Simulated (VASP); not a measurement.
Runs of VASP 6.6.1 on TePb. The structure is that of space group Pm-3m (No. 221), or close to it. The cells are those of the table. 

```csv
cell,gap on the mesh (eV),pressure (GPa)
"a = 3.927 Å, 2 atoms",none,(b)
"a = 3.805 Å, 2 atoms",none,5.2
"a = 3.847 Å, 2 atoms",none,(a)
"a = 3.966 Å, 2 atoms",none,-1.3
"a = 3.887 Å, 2 atoms",none,1.4
```

Alike in all rows: task single point; level PBE+D3(BJ); potentials or basis VASP PAW PBE potentials, release 64 (Te, Pb_d); no spin polarisation; k mesh 10 × 10 × 10; cutoff (eV) 520; smearing gaussian 0.1 eV.

Estimate the missing entries.

(a) 3.1; (b) -0.1.

Caveats: spin-orbit coupling is left out, which moves the levels of the heavy elements; pairwise dispersion overbinds metals, which lowers pressure and volume.

A k mesh can miss the band edges, and the runs leave out spin-orbit coupling on Pb, Te.

A gap of «none» marks levels without a gap at the run's occupations.
